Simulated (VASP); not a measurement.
# Ir (P2_1/m) in VASP: a series of runs, part 2 of 2

VASP 6.6.1.

## (3) Single point, PBEsol (atom 1 (Ir) moved by (-0.225, +0.000) A along x and y)

Input file INCAR:

```
PREC     = Accurate       # precision mode
ENCUT    = 520            # plane-wave cutoff, eV
EDIFF    = 1E-7           # SCF threshold, eV
ISMEAR   = 0              # smearing method
SIGMA    = 0.15           # smearing width, eV
LREAL    = F              # projectors in reciprocal space
LASPH    = T              # aspherical terms in the spheres
NELM     = 100            # most SCF steps
ALGO     = Fast           # electronic algorithm
ISIF     = 2              # what is computed and relaxed
LWAVE    = F              # write WAVECAR
LCHARG   = F              # write CHGCAR
GGA      = PS             # functional
NBANDS   = 16             # bands
```

Input file KPOINTS:

```
Automatic mesh
0
Gamma
  18 18 12
```

Input file POSCAR:

```
Ir
1.0
    2.7513778946      0.0000000000      0.0000000000
   -1.3756889473      2.3827631521      0.0000000000
    0.0000000000      0.0000000000      4.4622900000
Ir
2
Direct
    0.5848894595      0.3333333333      0.7500000000
    0.3333333333      0.6666666667      0.2500000000
```

Potentials or basis: VASP PAW PBE potentials, release 64 (Ir).

Launch:

```console
> cat potpaw_PBE.64/Ir/POTCAR > POTCAR
> mpirun -np 1 vasp_std > vasp.out
```

OUTCAR:

```text
PREC = Accurate
   ENCUT = 520
   EDIFF = 1E-7
   ISMEAR = 0
   LREAL = F
   LASPH = T
   NELM = 100
   ISIF = 2
   GGA = PS

 ion  position               nearest neighbor table
   1  0.585  0.333  0.750-   2 2.63   2 2.63   2 2.75   2 2.75   2 2.86   2 2.86
   2  0.333  0.667  0.250-   1 2.63   1 2.63   1 2.75   1 2.75   1 2.86   1 2.86

  LATTYP: Found a hexagonal cell.
 ALAT       =     2.7513778946
 C/A-ratio  =     1.6218382828

  Lattice vectors:

[... 194 lines left out ...]
      5       6.3035      2.00000
      6       6.6720      2.00000
[... 433 lines left out ...]
      3       3.2679      2.00000
      4       5.9894      2.00000
      5       6.1928      2.00000
      6       6.4850      2.00000
[... 8 lines left out ...]
     15      21.6095      0.00000
     16      21.8926      0.00000

 [... further k-points ...]
[... 5 lines left out ...]
  --------------------------------------------------------------------------------------
  -------------------------------------------------------------------------------------
  Total       -1.7929026     -2.1778969     -1.3246581     -0.1327959      0.0000000      0.0000000
  in kB      -98.1925104   -119.2776250    -72.5480053     -7.2728768      0.0000000      0.0000000
  external PRESSURE =     -96.6727135 kB  Pullay stress =       0.0000000 kB

 VOLUME and BASIS-vectors are now :
 -----------------------------------------------------------------------------
  energy-cutoff  :      520.00
  volume of cell :       29.25
      direct lattice vectors                 reciprocal lattice vectors
     2.751377895  0.000000000  0.000000000     0.363454254  0.209840411  0.000000000
    -1.375688947  2.382763152  0.000000000     0.000000000  0.419680823  0.000000000
     0.000000000  0.000000000  4.462290000     0.000000000  0.000000000  0.224100182

 POSITION                                       TOTAL-FORCE (eV/Angst)
 -----------------------------------------------------------------------------------
      1.15069      0.79425      3.34672         0.977625     -0.076499      0.000000
     -0.00000      1.58851      1.11557        -0.977625      0.076499     -0.000000
 -----------------------------------------------------------------------------------
    total drift:                               -0.000001     -0.000001     -0.000000

  FREE ENERGIE OF THE ION-ELECTRON SYSTEM (eV)
  ---------------------------------------------------
  free  energy   TOTEN  =       -19.3468969965 eV

  energy  without entropy=      -19.3164698553  energy(sigma->0) =      -19.33168343
```

Wall time 17 min (1 thread of Intel Xeon 8259CL, shared host); peak memory 0.5 GiB.

What came out:

| Property | Result |
| --- | --- |
| Free energy | -19.3469 eV |
| Pressure | -9.7 GPa |
| Largest force | 0.981 eV/Å |
| Band gap on the k mesh | zero (bands 9 and 10 overlap by 3.24 eV) |

Forces in eV/Å, atoms in the order of the input:
```
Ir   0.978 -0.076  0.000
Ir  -0.978  0.076  0.000
```

Levels at points of the mesh, in eV from the Fermi level:
```
           k point  band 6  band 7  band 8  band 9  band 10  band 11  band 12  band 13
(0.00, 0.00, 0.00)   -3.10   -2.82   -2.71   -1.49    -0.76    -0.47     0.89     6.85
(0.50, 0.00, 0.00)   -2.75   -2.55    0.89    0.91     0.97     2.38     4.66     7.31
(0.00, 0.50, 0.00)   -3.32   -3.12    0.52    0.74     1.06     2.84     4.25     7.97
(0.50, 0.50, 0.00)   -3.71   -2.94    0.59    0.74     1.22     3.32     3.78     8.85
(0.00, 0.00, 0.50)   -3.81   -3.58   -3.58   -0.71    -0.71    -0.27    -0.27    13.59
(0.50, 0.00, 0.50)   -2.19   -1.42   -1.42    0.96     0.96     2.57     2.57     6.82
(0.00, 0.50, 0.50)   -1.95   -0.72   -0.72    0.93     0.93     2.02     2.02     7.38
(0.50, 0.50, 0.50)   -1.90   -0.25   -0.25    0.90     0.90     1.49     1.49     7.83
```

Caveat: the cell differs from its parent crystal (atom 1 (Ir) moved by (-0.225, +0.000) A along x and y); the cell stands under tension; the PAW data sets were made with another functional, which shifts forces and pressure a little; spin-orbit coupling is left out, which moves the levels of the heavy elements.

## (4) Single point, PBEsol (atom 1 (Ir) moved by (-0.225, +0.450) A along x and y)

Input file INCAR:

```
SYSTEM = Ir
ALGO = Fast
EDIFF = 1E-7
ENCUT = 520
GGA = PS
ISIF = 2
ISMEAR = 0
LASPH = .TRUE.
LCHARG = .FALSE.
LREAL = .FALSE.
LWAVE = .FALSE.
NBANDS = 16
NELM = 100
PREC = Accurate
SIGMA = 0.15
```

Input file KPOINTS:

```
k-points
0
G
  18 18 12
  0 0 0
```

POSCAR, as its differences from that of step 3:

```diff
@@ -8,3 +8,3 @@
 Direct
-    0.5848894595      0.3333333333      0.7500000000
+    0.6793176446      0.5221897036      0.7500000000
     0.3333333333      0.6666666667      0.2500000000
```

Launch:

```console
> cat potpaw_PBE.64/Ir/POTCAR > POTCAR
> mpirun -np 1 vasp_std > vasp.out
```

It took 5.8 min on 1 thread of Intel Xeon 6975P-C (Granite Rapids), shared host; peak memory 0.52 GiB.

It converged, with:

```
Free energy            : -18.9726 eV
Pressure               : -3.2 GPa
Largest force          : 1.640 eV/Å
Band gap on the k mesh : zero (bands 9 and 10 overlap by 3.26 eV)
```

Forces in eV/Å, atoms in the order of the input:
```
Ir   0.897 -1.373  0.000
Ir  -0.897  1.373  0.000
```

Stress tensor (GPa, compression positive):
```
-11.85  -3.99   0.00
 -3.99  -9.49   0.00
  0.00   0.00  11.84
```

Levels at points of the mesh, in eV from the Fermi level:
```tsv
k point	band 5	band 6	band 7	band 8	band 9	band 10	band 11	band 12	band 13	band 14
(0.00, 0.00, 0.00)	-2.98	-2.98	-2.86	-2.33	-1.13	-0.53	-0.25	1.38	7.40	14.34
(0.50, 0.00, 0.00)	-3.66	-3.16	-2.45	-0.61	1.01	1.13	3.06	4.37	8.13	10.44
(0.00, 0.50, 0.00)	-2.85	-1.86	-1.17	0.88	0.98	1.31	2.13	5.28	6.75	7.20
(0.50, 0.50, 0.00)	-4.37	-3.19	-2.91	0.42	0.78	1.39	3.44	3.92	9.16	9.92
(0.00, 0.00, 0.50)	-3.53	-3.53	-3.15	-3.15	-0.69	-0.69	-0.22	-0.22	13.94	13.94
(0.50, 0.00, 0.50)	-1.53	-1.53	0.01	0.01	1.08	1.08	2.31	2.31	7.70	7.70
(0.00, 0.50, 0.50)	-2.80	-2.80	-1.09	-1.09	1.13	1.13	3.54	3.54	6.29	6.29
(0.50, 0.50, 0.50)	-1.43	-1.43	0.33	0.33	1.04	1.04	1.64	1.64	8.28	8.28
```

Caveat: the cell differs from its parent crystal (atom 1 (Ir) moved by (-0.225, +0.450) A along x and y); the stress differs along the axes, from -12 to 12 GPa; the PAW data sets were made with another functional, which shifts forces and pressure a little; spin-orbit coupling is left out, which moves the levels of the heavy elements.

## (5) The runs side by side

```csv
cell,gap on the mesh (eV),pressure (GPa),largest force (eV/Å)
"as given, atomic positions A",none,-2.4,1.72
"as given, atomic positions B",none,-9.7,0.98
"as given, atomic positions C",none,-3.2,1.64
```

Alike in all rows: task single point; level PBEsol; potentials or basis VASP PAW PBE potentials, release 64 (Ir); no spin polarisation; k mesh 18 × 18 × 12; cutoff (eV) 520; smearing gaussian 0.15 eV.

Caveats: the PAW data sets were made with another functional, which shifts forces and pressure a little; spin-orbit coupling is left out, which moves the levels of the heavy elements; the stress differs along the axes, from -13 to 13 GPa (at least some runs); the cell stands under tension (at least some runs); the stress differs along the axes, from -12 to 12 GPa (at least some runs).

Absolute energies hang on the potentials; compare differences alone.
